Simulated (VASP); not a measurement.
In:

```
In
1.0
     0.00000    2.35565    2.35565
     2.35565    0.00000    2.35565
     2.35565    2.35565    0.00000
In
1
Direct
  0.00000 0.00000 0.00000
```

| Item | Value |
| --- | --- |
| Program | VASP 6.6.1 |
| Task | relaxation of cell and atoms |
| Functional | RPBE |
| Potentials or basis | VASP PAW PBE potentials, release 64 (In_d) |
| Cutoff | 600 eV |
| k mesh | 12 × 12 × 12 |
| Occupations | fermi-dirac, width 0.1 eV |
| Spin | no spin polarisation |

At the start: pressure 3.7 GPa; volume 26.14 Å³/atom.

Problem. Where does the relaxation end?

Solution. Over 3 steps the energy falls by 27.2 meV/atom and the volume is 28.77 Å³/atom (+10.0 %); space group Fm-3m (No. 225, to 0.05 Å).

Step by step:
```csv
step,energy change (eV),largest force (eV/Å),pressure (GPa),volume (Å³)
1,0.0000,0.0000,3.69,26.14
2,-0.0269,0.0000,0.28,28.49
3,-0.0272,0.0000,-0.01,28.77
```

Final structure:
```yaml
crystal:
  lattice:
    - [0.00000, 2.43197, 2.43197]
    - [2.43197, 0.00000, 2.43197]
    - [2.43197, 2.43197, 0.00000]
  atoms:
    - { symbol: In, position: [0.00000, 0.00000, 0.00000] }
```

Caveat: the PAW data sets were made with another functional, which shifts forces and pressure a little.
